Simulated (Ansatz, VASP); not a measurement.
Mg in VASP and in Ansatz

```
Mg
1.0
     3.05030    0.00000    0.00000
    -1.52515    2.64164    0.00000
     0.00000    0.00000    3.04484
Mg
1
Direct
  0.00000 0.00000 0.00000
```

Alike in both runs: functional r2SCAN; k mesh 6 × 6 × 5; occupations fermi-dirac, width 0.05 eV; no spin polarisation.

|  | VASP | Ansatz |
| --- | --- | --- |
| version | VASP 6.6.1 | Ansatz 0.2.0 |
| potentials or method | VASP PAW PBE potentials, release 64 (Mg) | Ansatz PAW |
| plane-wave cutoff (eV) | 520 | 500 |
| valence electrons in the cell | 2 | 10 |
| task | single point | projected density of states |

Ansatz gave:

| Quantity | Value |
| --- | --- |
| gap on the k mesh at the Fermi level (eV) | none |
| pressure (GPa) | 1.0 |
| traceless stress, the component that is largest in VASP (GPa) | 1.92 |

Question: Which values does VASP return?

Answer: gap on the k mesh at the Fermi level (eV): none; pressure (GPa): 0.8; traceless stress, the component that is largest in VASP (GPa): 2.01.

VASP's potentials were made for PBE, not for r2SCAN. A gap of «none» marks a metal or a gap that the smearing closes. VASP's potentials hold 2 valence electrons a cell and Ansatz's 10, so a difference there can come from the potentials and not from the codes.

The k mesh is coarse, so the values compare programs but aren't converged.
